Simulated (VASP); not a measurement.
Set up this calculation in VASP 6.6.1, as the native input.

```yaml
Task: single point
Functional: PBE-based screened hybrid with 40 % exact exchange
Potentials_or_basis: VASP PAW PBE potentials, release 64 (K_sv, F)
Cutoff: 520 eV
k_mesh: 4 × 4 × 4
Occupations: gaussian, width 0.01 eV
Spin: no spin polarisation
Dipole_correction: no
Grid_for_exact_exchange_PRECFOCK: Normal
Share_of_exact_exchange: 0.4
Further_INCAR_settings: ALGO = Normal; EDIFF = 1e-06; NBANDS = 15
Screening_parameter: 0.1 1/Å
```

Crystal: KF.

```xyz
2
Lattice="0.0000 2.6590 2.6590 2.6590 0.0000 2.6590 2.6590 2.6590 0.0000" Properties=species:S:1:pos:R:3 pbc="T T T"
K     0.0000    0.0000    0.0000
F     2.6590    2.6590    2.6590
```

One way to write it, as run:

POSCAR

```
KF
1.0
    0.0000000000      2.6589566777      2.6589566777
    2.6589566777      0.0000000000      2.6589566777
    2.6589566777      2.6589566777      0.0000000000
K F
1 1
Direct
    0.0000000000      0.0000000000      0.0000000000
    0.5000000000      0.5000000000      0.5000000000
```

INCAR.step1

```
SYSTEM = KF
ALGO = Normal ; EDIFF = 1E-5
ENCUT = 520 ; GGA = PE
ISIF = 2 ; ISMEAR = 0
LASPH = .TRUE. ; LCHARG = .FALSE.
LREAL = .FALSE. ; LWAVE = .TRUE.
NBANDS = 15 ; NELM = 80
PREC = Accurate ; SIGMA = 0.01
```

INCAR.step2

```
SYSTEM = KF
AEXX = 0.4 ; ALGO = Normal
EDIFF = 1E-6 ; ENCUT = 520
GGA = PE ; HFSCREEN = 0.1
ISIF = 2 ; ISMEAR = 0
ISTART = 1 ; LASPH = .TRUE.
LCHARG = .FALSE. ; LHFCALC = .TRUE.
LREAL = .FALSE. ; LWAVE = .FALSE.
NBANDS = 15 ; NELM = 80
PREC = Accurate ; PRECFOCK = Normal
SIGMA = 0.01
```

KPOINTS

```
k-points
0
G
  4 4 4
  0 0 0
```

Potentials or basis: VASP PAW PBE potentials, release 64 (K_sv, F).

Run with:

```sh
$ cat potpaw_PBE.64/K_sv/POTCAR potpaw_PBE.64/F/POTCAR > POTCAR
$ cp INCAR.step1 INCAR
$ mpirun -np 1 vasp_std > vasp.out
$ cp INCAR.step2 INCAR
$ mpirun -np 1 vasp_std > vasp.out
```

Results of the run:

```yaml
Pressure: 0.5 GPa
Band_gap_on_the_k_mesh: 10.11 eV
```

Caveat: the k points lie up to 0.51 Å⁻¹ apart; the PAW data sets were made with another functional, which shifts forces and pressure a little.

Run time: 5.8 min on 1 thread of Intel(R) Xeon(R) Platinum 8259CL CPU @ 2.50GHz (Skylake/Cascade Lake), with other jobs on the host, peak memory 0.27 GiB.
